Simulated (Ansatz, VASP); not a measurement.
**One calculation of SnSe2, two programs**

The input INCAR:

```
ALGO = Normal ; EDIFF = 1E-6
EDIFFG = -0.005 ; ENCUT = 600
GGA = PS ; IBRION = 2
ISIF = 3 ; ISMEAR = 0
IVDW = 12 ; LASPH = True
LCHARG = False ; LREAL = False
LWAVE = False ; NELM = 100
NSW = 100 ; PREC = Accurate
SIGMA = 0.02
```

The input KPOINTS:

```
k-points
0
Gamma
  12 12 6
```

The input POSCAR:

```
SnSe2
1.0
    3.7845309189      0.0000000000      0.0000000000
   -1.8922654594      3.2774999172      0.0000000000
    0.0000000000      0.0000000000      5.7664870544
Sn Se
1 2
Direct
    0.0000000000      0.0000000000      0.0000000000
    0.3333333333      0.6666666667      0.2749762173
    0.6666666667      0.3333333333      0.7250237827
```

Input for Ansatz:

```yaml
crystal:
  lattice:
    - [3.7845309189, 0.0, 0.0]
    - [-1.8922654594, 3.2774999172, 0.0]
    - [0.0, 0.0, 5.7664870544]
  atoms:
    - { symbol: Sn, position: [0.0, 0.0, 0.0] }
    - { symbol: Se, position: [0.3333333333, 0.6666666667, 0.2749762173] }
    - { symbol: Se, position: [0.6666666667, 0.3333333333, 0.7250237827] }
basis:
  ecutwfc: 420
kpoints:
  mp_grid: { grid: [12, 12, 6] }
hamiltonian:
  xc: pbesol
  dispersion: d3bj
scf:
  occupations: { method: gaussian, width: 0.02 }
output:
  forces: true
  stress: true
  eigenvalues: true
relax:
  adjacent_minimum: "off"
  f_tol: 0.005
  max_steps: 80
  cell: { stress_tol: 0.05 }
```

Alike in both runs: task relaxation of cell and atoms; functional PBEsol; dispersion D3(BJ); k mesh 12 × 12 × 6; occupations gaussian, width 0.02 eV; no spin polarisation.

|  | VASP | Ansatz |
| --- | --- | --- |
| version | VASP 6.6.1 | Ansatz 0.2.0 |
| potentials or method | VASP PAW PBE potentials, release 64 (Sn_d, Se), cutoff 600 eV | scalar-relativistic, plane waves, PAW |
| valence electrons in the cell | 26 | 46 |

|  | VASP | Ansatz | Ansatz less VASP |
| --- | --- | --- | --- |
| gap on the k mesh at the Fermi level, each at its own relaxed structure (eV) | 0.04 | 0.06 | +0.011 |
| relaxed volume (Å³/atom) | 23.96 | 23.92 | -0.037 |
| relaxed cell length with the largest relative difference (Å) | 3.793 | 3.790 | -0.0026 |

VASP's potentials were made for PBE, not for PBEsol. VASP's potentials hold 26 valence electrons a cell and Ansatz's 46, so a difference there can come from the potentials and not from the codes.
